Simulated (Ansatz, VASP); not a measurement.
One calculation of Ir, two programs

```
CELL_PARAMETERS angstrom
-1.57093 1.57093 1.57093
1.57093 -1.57093 1.57093
1.57093 1.57093 -1.57093
ATOMIC_POSITIONS crystal
Ir 0.00000 0.00000 0.00000
```

Change from the starting cell: volume scaled by 1.03, PAW files.

Alike in both runs: task electric field gradients; functional PBE; k mesh 19 × 19 × 19; occupations fermi-dirac, width 0.08 eV; no spin polarisation.

|  | VASP | Ansatz |
| --- | --- | --- |
| version | VASP 6.6.1 | Ansatz 0.2.0 |
| potentials or method | VASP PAW PBE potentials, release 64 (Ir) | PAW with Ansatz's default frozen-core files, scalar-relativistic |
| plane-wave cutoff (eV) | 520 | 420 |
| valence electrons in the cell | 9 | 17 |

Ansatz gave:

* pressure (GPa): -8.4

Q: Which values does VASP return?

A: Pressure (GPa): -8.0.

The functional is the same, so the differences come from potentials, cutoffs and numerics. VASP's potentials hold 9 valence electrons a cell and Ansatz's 17, so a difference there can come from the potentials and not from the codes.

Neither program's run includes spin-orbit coupling.
